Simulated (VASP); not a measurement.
Crystal: Cu.

```
Cu
1.0
     0.00000    2.51687    2.51687
     2.51687    0.00000    2.51687
     2.51687    2.51687    0.00000
Cu
2
Direct
  0.12500 0.12500 0.12500
  0.87500 0.87500 0.87500
```

This isn't the form of Cu at room conditions, which is fcc.

* Program: VASP 6.6.1
* Task: relaxation of cell and atoms
* Functional: r2SCAN
* Potentials or basis: VASP PAW PBE potentials, release 64 (Cu)
* Cutoff: 660 eV
* k mesh: 11 × 11 × 11
* Occupations: fermi-dirac, width 0.1 eV
* Spin: no spin polarisation

At the start: pressure 11.7 GPa; volume 15.94 Å³/atom.

Q: How do energy, volume and symmetry change on relaxing?

A: Over 3 steps the energy falls by 71.3 meV/atom and the volume is 18.15 Å³/atom (+13.8 %); space group Fd-3m (No. 227, to 0.1 Å) before and after.

Step by step:
| step | energy change (eV) | largest force (eV/Å) | pressure (GPa) | volume (Å³) |
| --- | --- | --- | --- | --- |
| 1 | 0.0000 | 0.0000 | 11.69 | 31.89 |
| 2 | -0.1349 | 0.0000 | -1.97 | 37.56 |
| 3 | -0.1427 | 0.0000 | 0.03 | 36.30 |

Final structure:
```
CELL_PARAMETERS angstrom
0.00000 2.62802 2.62802
2.62802 0.00000 2.62802
2.62802 2.62802 0.00000
ATOMIC_POSITIONS crystal
Cu 0.12500 0.12500 0.12500
Cu 0.87500 0.87500 0.87500
```

Caveat: the PAW data sets were made with another functional, which shifts forces and pressure a little.
